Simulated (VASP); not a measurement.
# Ta2N (P-31m) in VASP: notebook

Ta2N is run at these levels: LDA; tasks: single point.

Everything below comes from runs of VASP 6.6.1. Logs are shortened: lines on timing, memory, paths and dates and some standing lists are left out, and cuts for length are marked.

### 1 The cell of the first run

The structure is trigonal, space group P-31m (No. 162). Conventional cell: a = 5.338 Å, b = 5.338 Å, c = 4.686 Å, α = 90.00°, β = 90.00°, γ = 120.00°. Within 2.8 Å of Ta (site symmetry m) lie 3 N at 2.09 to 2.23 Å and 1 Ta at 2.78 Å. Within 2.8 Å of N (site symmetry 32) lie 6 Ta at 2.09 Å. N (site symmetry -3m) has 6 Ta at 2.23 Å within 2.9 Å.

### 2 Single point, LDA (c/a of the conventional cell at fixed volume 0.8779)

Contents of INCAR:

```
ALGO     = Normal         # electronic algorithm
EDIFF    = 1E-6           # SCF threshold, eV
ENCUT    = 520            # plane-wave cutoff, eV
GGA      = CA             # functional
ISIF     = 2              # what is computed and relaxed
ISMEAR   = 0              # smearing method
LASPH    = True           # aspherical terms in the spheres
LCHARG   = False          # write CHGCAR
LREAL    = False          # projectors in reciprocal space
LWAVE    = False          # write WAVECAR
NBANDS   = 50             # bands
NELM     = 80             # most SCF steps
PREC     = Accurate       # precision mode
SIGMA    = 0.15           # smearing width, eV
```

Contents of KPOINTS:

```
k-points
0
Gamma
  9 9 8
```

Contents of POSCAR:

```
Ta2N
1.0
    5.3378662704      0.0000000000      0.0000000000
   -2.6689331352      4.6227277921      0.0000000000
    0.0000000000      0.0000000000      4.6861127988
Ta N
6 3
Direct
    0.6430231761      0.6430231761      0.7526041962
    0.0000000000      0.3569768239      0.7526041962
    0.3569768239      0.0000000000      0.7526041962
    0.3569768239      0.3569768239      0.2473958038
    0.0000000000      0.6430231761      0.2473958038
    0.6430231761      0.0000000000      0.2473958038
    0.6666666667      0.3333333333      0.5000000000
    0.3333333333      0.6666666667      0.5000000000
    0.0000000000      0.0000000000      0.0000000000
```

Potentials or basis: VASP PAW LDA potentials, release 64 (Ta_pv, N).

The run is started by

```console
> cat potpaw_LDA.64/Ta_pv/POTCAR potpaw_LDA.64/N/POTCAR > POTCAR
> mpirun -np 1 vasp_std > vasp.out
```

OUTCAR:

```text
EDIFF = 1E-6
   ENCUT = 520
   GGA = CA
   ISIF = 2
   ISMEAR = 0
   LASPH = True
   LREAL = False
   NELM = 80
   PREC = Accurate

 ion  position               nearest neighbor table
   1  0.643  0.643  0.753-   7 2.09   8 2.09   9 2.23   4 2.78   4 2.82   3 2.98   3 2.98   2 2.98
                             2 2.98   6 3.00   5 3.00   6 3.04   5 3.04   2 3.30   3 3.30
   2  0.000  0.357  0.753-   7 2.09   8 2.09   9 2.23   5 2.78   5 2.82   3 2.98   3 2.98   1 2.98
                             1 2.98   6 3.00   4 3.00   6 3.04   4 3.04   1 3.30   3 3.30
   3  0.357  0.000  0.753-   8 2.09   7 2.09   9 2.23   6 2.78   6 2.82   1 2.98   2 2.98   2 2.98
                             1 2.98   4 3.00   5 3.00   4 3.04   5 3.04   2 3.30   1 3.30
   4  0.357  0.357  0.247-   8 2.09   7 2.09   9 2.23   1 2.78   1 2.82   6 2.98   6 2.98   5 2.98
                             5 2.98   3 3.00   2 3.00   3 3.04   2 3.04   5 3.30   6 3.30
   5  0.000  0.643  0.247-   8 2.09   7 2.09   9 2.23   2 2.78   2 2.82   6 2.98   6 2.98   4 2.98
                             4 2.98   3 3.00   1 3.00   3 3.04   1 3.04   4 3.30   6 3.30
   6  0.643  0.000  0.247-   7 2.09   8 2.09   9 2.23   3 2.78   3 2.82   5 2.98   4 2.98   4 2.98
                             5 2.98   2 3.00   1 3.00   1 3.04   2 3.04   5 3.30   4 3.30
   7  0.667  0.333  0.500-   6 2.09   2 2.09   3 2.09   5 2.09   1 2.09   4 2.09
   8  0.333  0.667  0.500-   3 2.09   5 2.09   6 2.09   2 2.09   4 2.09   1 2.09
   9  0.000  0.000  0.000-   1 2.23   2 2.23   4 2.23   5 2.23   3 2.23   6 2.23

  LATTYP: Found a hexagonal cell.
 ALAT       =     5.3378662704
 C/A-ratio  =     0.8779000000

  Lattice vectors:

 A1 = (   5.3378662704,   0.0000000000,   0.0000000000)
 A2 = (  -2.6689331352,   4.6227277921,   0.0000000000)
 A3 = (   0.0000000000,   0.0000000000,   4.6861127988)

Analysis of symmetry for initial positions (statically):
=====================================================================
 Subroutine PRICEL returns:
 Original cell was already a primitive cell.

 Routine SETGRP: Setting up the symmetry group for a
 hexagonal supercell.

 Subroutine GETGRP returns: Found 12 space group operations
 (whereof 12 operations were pure point group operations)
 out of a pool of 24 trial point group operations.

The static configuration has the point symmetry D_3d.

Analysis of symmetry for dynamics (positions and initial velocities):
=====================================================================
 Subroutine PRICEL returns:
 Original cell was already a primitive cell.

 Routine SETGRP: Setting up the symmetry group for a
 hexagonal supercell.

 Subroutine GETGRP returns: Found 12 space group operations
 (whereof 12 operations were pure point group operations)
 out of a pool of 24 trial point group operations.

The dynamic configuration has the point symmetry D_3d.

 Subroutine INISYM returns: Found 12 space group operations
 (whereof 12 operations are pure point group operations),
 and found     1 'primitive' translations

----------------------------------------------------------------------------------------

                                     Primitive cell

  volume of cell :     115.6322

  direct lattice vectors                    reciprocal lattice vectors
     5.337866270  0.000000000  0.000000000     0.187340774  0.108161246  0.000000000
    -2.668933135  4.622727792  0.000000000     0.000000000  0.216322493  0.000000000
     0.000000000  0.000000000  4.686112799     0.000000000  0.000000000  0.213396485

  length of vectors
     5.337866270  5.337866270  4.686112799     0.216322493  0.216322493  0.213396485

  position of ions in fractional coordinates (direct lattice)
     0.643023176  0.643023176  0.752604196
     1.000000000  0.356976824  0.752604196
     0.356976824  0.000000000  0.752604196
     0.356976824  0.356976824  0.247395804
     1.000000000  0.643023176  0.247395804
     0.643023176  0.000000000  0.247395804
     0.666666667  0.333333333  0.500000000
     0.333333333  0.666666667  0.500000000
     0.000000000  0.000000000  0.000000000

  ion indices of the primitive-cell ions
   primitive index   ion index
                 1           1
                 2           2
                 3           3
                 4           4
                 5           5
                 6           6
                 7           7
                 8           8
                 9           9

----------------------------------------------------------------------------------------

 KPOINTS: k-points

Automatic generation of k-mesh.
 Grid dimensions read from file:
 generate k-points for:    9    9    8

 Generating k-lattice:

  Cartesian coordinates                     Fractional coordinates (reciprocal lattice)
     0.020815642  0.012017916  0.000000000     0.111111111  0.000000000  0.000000000
     0.000000000  0.024035833  0.000000000     0.000000000  0.111111111  0.000000000
     0.000000000  0.000000000  0.026674561     0.000000000  0.000000000  0.125000000

  Length of vectors
     0.024035833  0.024035833  0.026674561

  Shift w.r.t. Gamma in fractional coordinates (k-lattice)
     0.000000000  0.000000000  0.000000000

 Subroutine IBZKPT returns following result:
 ===========================================

 Found     81 irreducible k-points:

 Following reciprocal coordinates:
            Coordinates               Weight
  0.000000  0.000000  0.000000      1.000000
  0.111111  0.000000  0.000000      6.000000
  0.222222  0.000000  0.000000      6.000000
  0.333333  0.000000  0.000000      6.000000
  0.444444  0.000000  0.000000      6.000000
  0.111111  0.111111  0.000000      6.000000
[... 16 lines left out ...]
 -0.111111  0.444444  0.125000     12.000000
  0.444444  0.111111  0.125000      6.000000
 [... further k-points ...]
   k-points           NKPTS =     81   k-points in BZ     NKDIM =     81   number of bands    NBANDS=     50
   number of dos      NEDOS =    301   number of ions     NIONS =      9
   total plane-waves  NPLWV =  57600
   dimension x,y,z NGX =    40 NGY =   40 NGZ =   36
   dimension x,y,z NGXF=    80 NGYF=   80 NGZF=   72
   ions per type =               6   3
   NGX,Y,Z   is equivalent  to a cutoff of  12.46, 12.46, 12.77 a.u.
   NGXF,Y,Z  is equivalent  to a cutoff of  24.92, 24.92, 25.54 a.u.
 SYSTEM =  unknown system
   PREC   = accura    normal or accurate (medium, high low for compatibility)
   ISTART =      0    job   : 0-new  1-cont  2-samecut
   ICHARG =      2    charge: 1-file 2-atom 10-const
   ISPIN  =      1    spin polarized calculation?
   LNONCOLLINEAR =      F non collinear calculations
   LSORBIT =      F    spin-orbit coupling
   LASPH  =      T    aspherical Exc in radial PAW
   ENCUT  =  520.0 eV  38.22 Ry    6.18 a.u.   9.92  9.92  8.71*2*pi/ulx,y,z
   NELM   =     80;   NELMIN=  2; NELMDL= -5     # of ELM steps
   EDIFF  = 0.1E-05   stopping-criterion for ELM
   LREAL  =      F    real-space projection
   EDIFFG = 0.1E-04   stopping-criterion for IOM
   NSW    =      0    number of steps for IOM
   IBRION =     -1    ionic relax: 0-MD 1-quasi-New 2-CG
   NFREE  =      0    steps in history (QN), initial steepest desc. (CG)
   ISIF   =      2    stress and relaxation
   ISYM   =      2    0-nonsym 1-usesym 2-fastsym
   POTIM  = 0.5000    time-step for ionic-motion
   TEBEG  =    0.0;   TEEND  =   0.0 temperature during run
   PSTRESS=    0.0 pullay stress
   NELECT =      81.0000    total number of electrons
   NUPDOWN=      -1.0000    fix difference up-down
   EMIN   =  10.00;   EMAX   =-10.00  energy-range for DOS
   EFERMI =   0.00;   METHOD = LEGACY
   ISMEAR =     0;   SIGMA  =   0.15  broadening in eV -4-tet -1-fermi 0-gaus
   EFERMI_NEDOS =   21; number of points for ismear=-14 and -15
   IALGO  =     38    algorithm
   IMIX   =      4    mixing-type and parameters
     AMIX     =   0.40;   BMIX     =  1.00
     AMIX_MAG =   1.60;   BMIX_MAG =  1.00
  volume/ion in A,a.u.               =      12.85        86.70
  Fermi-wavevector in a.u.,A,eV,Ry     =   1.453930  2.747530 28.761537  2.113913
  Thomas-Fermi vector in A             =   2.571140
   LORBIT       =      0    0 simple, 1 ext, 2 COOP (PROOUT), +10 PAW based schemes
   GGA     = CA    functional components
   LHFCALC =     F    Hartree Fock is set to
   AEXX    =    0.0000 exact exchange contribution
   IVDW    =     0    specifies the selected vdW correction
   LEPSILON=     F    determine dielectric tensor
   LRPA    =     F    only Hartree local field effects (RPA)
 non-spin polarized calculation
 Gauss-broadening in eV      SIGMA  =   0.15
  energy-cutoff  :      520.00
  volume of cell :      115.63
 maximum number of plane-waves:      3135
   NGX = 19   NGY = 19   NGZ = 17

 number of electron      80.9999997 magnetization

 Free energy of the ion-electron system (eV)
  ---------------------------------------------------
  ext. energy  EPLUGINS =         0.00000000
  ---------------------------------------------------
  free energy    TOTEN  =      -112.64035490 eV

  energy without entropy =     -112.60588166  energy(sigma->0) =     -112.62311828

 E-fermi :   7.6953     XC(G=0): -13.3252

 val. band max:        7.6826737906   @ k =   0.4444   0.0000   0.5000
 cond. band min:       7.7012810815   @ k =   0.1111   0.1111   0.1250
 fundamental gap:      0.0186072908
 Fermi energy:         7.6952791053

 k-point     1 :       0.0000    0.0000    0.0000
  band No.  band energies     occupation
      1     -27.8642      2.00000
      2     -27.6848      2.00000
      3     -27.2908      2.00000
      4     -27.2908      2.00000
      5     -27.1632      2.00000
      6     -27.1632      2.00000
[... 42 lines left out ...]
     49      10.9692      0.00000
     50      11.1343      0.00000

 k-point     2 :       0.1111    0.0000    0.0000
  band No.  band energies     occupation
      1     -27.8508      2.00000
      2     -27.6772      2.00000
      3     -27.3039      2.00000
      4     -27.3003      2.00000
      5     -27.2270      2.00000
      6     -27.1879      2.00000
[... 1158 lines left out ...]
 k-point    24 :       0.4444    0.1111    0.1250
  band No.  band energies     occupation
      1     -27.6693      2.00000
      2     -27.6212      2.00000
      3     -27.4259      2.00000
      4     -27.4065      2.00000
      5     -27.2646      2.00000
      6     -27.2409      2.00000
[... 42 lines left out ...]
     49      11.1146      0.00000
     50      11.4038      0.00000

 [... further k-points ...]
[... 5 lines left out ...]
  --------------------------------------------------------------------------------------
  -------------------------------------------------------------------------------------
  Total        0.4054982      0.4054982     13.8027977      0.0000000      0.0000000     -0.0000000
  in kB        5.6185047      5.6185047    191.2489047      0.0000000      0.0000000     -0.0000000
  external PRESSURE =      67.4953047 kB  Pullay stress =       0.0000000 kB

 VOLUME and BASIS-vectors are now :
 -----------------------------------------------------------------------------
  energy-cutoff  :      520.00
  volume of cell :      115.63
      direct lattice vectors                 reciprocal lattice vectors
     5.337866270  0.000000000  0.000000000     0.187340774  0.108161246  0.000000000
    -2.668933135  4.622727792  0.000000000     0.000000000  0.216322493  0.000000000
     0.000000000  0.000000000  4.686112799     0.000000000  0.000000000  0.213396485

 POSITION                                       TOTAL-FORCE (eV/Angst)
 -----------------------------------------------------------------------------------
      1.71619      2.97252      3.52679         1.500983      2.599780      1.285527
     -0.95275      1.65021      3.52679         1.500983     -2.599780      1.285527
      1.90549      0.00000      3.52679        -3.001967     -0.000000      1.285527
      0.95275      1.65021      1.15932        -1.500983     -2.599780     -1.285527
     -1.71619      2.97252      1.15932        -1.500983      2.599780     -1.285527
      3.43237      0.00000      1.15932         3.001967     -0.000000     -1.285527
      2.66893      1.54091      2.34306         0.000000     -0.000000      0.000000
     -0.00000      3.08182      2.34306         0.000000     -0.000000      0.000000
      0.00000      0.00000      0.00000         0.000000     -0.000000      0.000000
 -----------------------------------------------------------------------------------
    total drift:                               -0.000000      0.000000      0.000000

  FREE ENERGIE OF THE ION-ELECTRON SYSTEM (eV)
  ---------------------------------------------------
  free  energy   TOTEN  =      -112.6403549007 eV

  energy  without entropy=     -112.6058816592  energy(sigma->0) =     -112.62311828
```

Run time: 4.6 min. Hardware: 1 thread of AMD EPYC 9R45 (Zen 5), shared host; peak memory 0.39 GiB.

Results:

| Item | Value |
| --- | --- |
| Free energy | -112.6404 eV |
| Pressure | 6.7 GPa |
| Largest force | 3.266 eV/Å |

Forces on the atoms (eV/Å):
```
Ta   1.501  2.600  1.286
Ta   1.501 -2.600  1.286
Ta  -3.002  0.000  1.286
Ta  -1.501 -2.600 -1.286
Ta  -1.501  2.600 -1.286
Ta   3.002  0.000 -1.286
N    0.000  0.000  0.000
N    0.000  0.000  0.000
N    0.000  0.000  0.000
```

Levels at points of the mesh, in eV from the Fermi level:
```csv
k point,band 37,band 38,band 39,band 40,band 41,band 42,band 43,band 44,band 45,band 46
"(0.00, 0.00, 0.00)",-1.43,-0.76,-0.76,-0.57,-0.44,-0.44,0.09,0.32,0.32,2.36
"(0.00, 0.00, 0.50)",-1.77,-1.45,-1.29,-1.29,-0.19,0.43,0.43,0.83,1.55,1.55
```

Caveat: spin-orbit coupling is left out, which moves the levels of the heavy elements; forces of over 1 eV/Å act on the atoms, so gaps and moduli don't describe the material at rest.

[end of part 1 of 3]
